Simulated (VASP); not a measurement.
The system is Fe.

```
Fe
1.0
    -1.34982    1.34982    1.34982
     1.34982   -1.34982    1.34982
     1.34982    1.34982   -1.34982
Fe
1
Cartesian
  0.0000 0.0000 0.0000
```

Base run:

| Item | Value |
| --- | --- |
| Program | VASP 6.6.1 |
| Functional | LDA |
| Potentials or basis | VASP PAW LDA potentials, release 64 (Fe) |
| Cutoff | 600 eV |
| k mesh | 16 × 16 × 16 |
| Occupations | fermi-dirac, width 0.6 eV |
| Spin | no spin polarisation |

Its results: band gap on the k mesh zero (band 4 reaches 8.64 eV, above the bottom of band 5 at 6.33 eV); pressure 16.5 GPa.

Problem. The run is repeated on the same cell with these changes: occupations from fermi-dirac, width 0.6 eV to fermi-dirac, width 0.2 eV. What comes out?

Solution. Band gap on the k mesh zero (band 4 reaches 8.52 eV, above the bottom of band 5 at 6.23 eV); pressure 2.4 GPa.

Caveats: the run has no spin polarisation, though such a crystal can be magnetic.
